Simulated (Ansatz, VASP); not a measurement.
# GaBAs2: VASP beside Ansatz

```
CELL_PARAMETERS angstrom
3.61532 0.00000 0.00000
0.00000 3.61532 0.00000
0.00000 0.00000 5.29976
ATOMIC_POSITIONS crystal
B 0.00000 0.00000 0.00000
As 0.00000 0.50000 0.21204
As 0.50000 0.00000 0.78796
Ga 0.50000 0.50000 0.50000
```

Alike in both runs: task single point; functional PBE; k mesh 6 × 6 × 4; no spin polarisation.

```csv
,VASP,Ansatz
version,VASP 6.6.1,Ansatz 0.2.0
potentials or method,"VASP PAW PBE potentials, release 64 (B, As, Ga_d)","plane waves, PAW"
plane-wave cutoff (eV),520,420
occupations,"gaussian, width 0.01 eV",fixed
valence electrons in the cell,26,46
```

```tsv
	VASP	Ansatz	Ansatz less VASP
gap on the k mesh at the Fermi level (eV)	0.36	0.37	+0.014
pressure (GPa)	6.6	6.2	-0.34
rms of the force components (eV/Å)	0.027	0.033	+0.0059
```

VASP's potentials hold 26 valence electrons a cell and Ansatz's 46, so a difference there can come from the potentials and not from the codes.
